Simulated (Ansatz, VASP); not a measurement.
## One calculation of SnO2, two programs

The input INCAR:

```
SYSTEM = SnO2
  ALGO = Normal
  EDIFF = 1E-7
  ENCUT = 520
  ISIF = 2
  ISMEAR = 0
  LASPH = .True.
  LCHARG = .True.
  LELF = .True.
  LREAL = .False.
  LVHAR = .True.
  LWAVE = .False.
  NBANDS = 35
  NELM = 80
  PREC = Accurate
  SIGMA = 0.05
```

Contents of KPOINTS:

```
k-points
0
Gamma
  6 6 8
  0 0 0
```

Contents of POSCAR:

```
SnO2
1.0
    4.7212714761      0.0000000000      0.0000000000
    0.0000000000      4.7242464798      0.0000000000
    0.0000000000      0.0000000000      3.1900193999
Sn O
2 4
Direct
    0.5008046021      0.5010751289      0.5000000000
    0.0004689838      0.0008569520      0.0000000000
    0.2977751246      0.2994042547      0.0000000000
    0.8086339116      0.1934278808      0.5000000000
    0.1974999746      0.8065721192      0.5000000000
    0.6866411876      0.6862600163      0.0000000000
```

Input for Ansatz:

```yaml
crystal:
  lattice:
    - [4.7212714761, 0.0, 0.0]
    - [0.0, 4.7242464798, 0.0]
    - [0.0, 0.0, 3.1900193999]
  atoms:
    - { symbol: Sn, position: [0.5008046021, 0.5010751289, 0.5] }
    - { symbol: Sn, position: [0.0004689838, 0.000856952, 0.0] }
    - { symbol: O, position: [0.2977751246, 0.2994042547, 0.0] }
    - { symbol: O, position: [0.8086339116, 0.1934278808, 0.5] }
    - { symbol: O, position: [0.1974999746, 0.8065721192, 0.5] }
    - { symbol: O, position: [0.6866411876, 0.6862600163, 0.0] }
basis:
  ecutwfc: 420
kpoints:
  mp_grid: { grid: [6, 6, 8] }
hamiltonian:
  xc: lda
scf:
  occupations: { method: gaussian, width: 0.05 }
output:
  forces: true
  stress: true
  eigenvalues: true
```

Change from the starting cell: mode 15 (596.5 1/cm) frozen in, largest displacement +0.050 Å.

Alike in both runs: task single point; functional LDA; k mesh 6 × 6 × 8; occupations gaussian, width 0.05 eV; no spin polarisation.

```csv
,VASP,Ansatz
version,VASP 6.6.1,Ansatz 0.2.0
potentials or method,"VASP PAW LDA potentials, release 64 (Sn_d, O), cutoff 520 eV","scalar-relativistic, plane waves, PAW"
valence electrons in the cell,52,52
```

```tsv
	VASP	Ansatz	Ansatz less VASP
gap on the k mesh at the Fermi level (eV)	1.19	1.16	-0.035
least direct gap on the mesh (eV)	1.19	1.16	-0.035
pressure (GPa)	1.6	0.5	-1.07
traceless stress, the component that is largest in VASP (GPa)	0.38	0.39	+0.006
rms of the force components (eV/Å)	0.482	0.467	-0.0145
```

LDA's correlation is that of Perdew and Zunger in VASP and of Perdew and Wang (1992) in Ansatz. Atom by atom the forces differ by 0.018 eV/Å (rms over components).
